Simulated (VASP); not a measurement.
The system is TiRu2.

```xyz
6
Lattice="3.9159 0.0000 0.0000 0.0000 3.9159 0.0000 0.0000 0.0000 5.6374" Properties=species:S:1:pos:R:3 pbc="T T T"
Ti    0.0000    0.0000    0.0000
Ti    1.9580    1.9580    2.8187
Ru    0.0000    1.9580    1.1444
Ru    0.0000    1.9580    3.9631
Ru    1.9580    0.0000    1.6743
Ru    1.9580    0.0000    4.4930
```

| Item | Value |
| --- | --- |
| Program | VASP 6.6.1 |
| Task | relaxation of cell and atoms |
| Functional | PBE |
| Potentials or basis | VASP PAW PBE potentials, release 64 (Ti_sv, Ru_pv) |
| Cutoff | 600 eV |
| k mesh | 4 × 4 × 4 |
| Occupations | gaussian, width 0.1 eV |
| Spin | no spin polarisation |

At the start: pressure 33.1 GPa; volume 14.41 Å³/atom.

Q: Where does the relaxation end?

A: Over 12 steps the energy falls by 333.6 meV/atom and the volume is 16.54 Å³/atom (+14.8 %); space group P4_2/nmc (No. 137, to 0.1 Å) before, I4/mmm (No. 139, to 0.1 Å).

The path:
| step | energy change (eV) | largest force (eV/Å) | pressure (GPa) | volume (Å³) |
| --- | --- | --- | --- | --- |
| 1 | 0.0000 | 1.9709 | 33.11 | 86.45 |
| 2 | 1.7042 | 0.6184 | -23.88 | 129.28 |
| 3 | -1.4959 | 1.2290 | -0.80 | 100.30 |
| 4 | -1.4984 | 1.1898 | -2.28 | 101.22 |
| 5 | -1.4986 | 1.2023 | -1.79 | 100.91 |
| 6 | -1.7326 | 0.7895 | -0.77 | 99.96 |
| 7 | -1.9681 | 0.1008 | 3.94 | 97.03 |
| 8 | -1.8574 | 0.2176 | -7.23 | 104.15 |
| 9 | -1.9964 | 0.0205 | 0.08 | 99.16 |
| 10 | -1.9964 | 0.0180 | 0.16 | 99.12 |
| 11 | -2.0004 | 0.0016 | 0.04 | 99.18 |
| 12 | -2.0014 | 0.0112 | -0.05 | 99.24 |

Final structure:
```
CELL_PARAMETERS angstrom
4.17684 0.00000 0.00000
0.00000 4.17684 0.00000
0.00000 0.00000 5.68830
ATOMIC_POSITIONS crystal
Ti 0.00000 0.00000 0.00000
Ti 0.50000 0.50000 0.50000
Ru 0.00000 0.50000 0.24958
Ru 0.00000 0.50000 0.74958
Ru 0.50000 0.00000 0.25042
Ru 0.50000 0.00000 0.75042
```

Caveat: the k points lie up to 0.38 Å⁻¹ apart in the final cell, too coarse for converged energies and pressures of a metal.
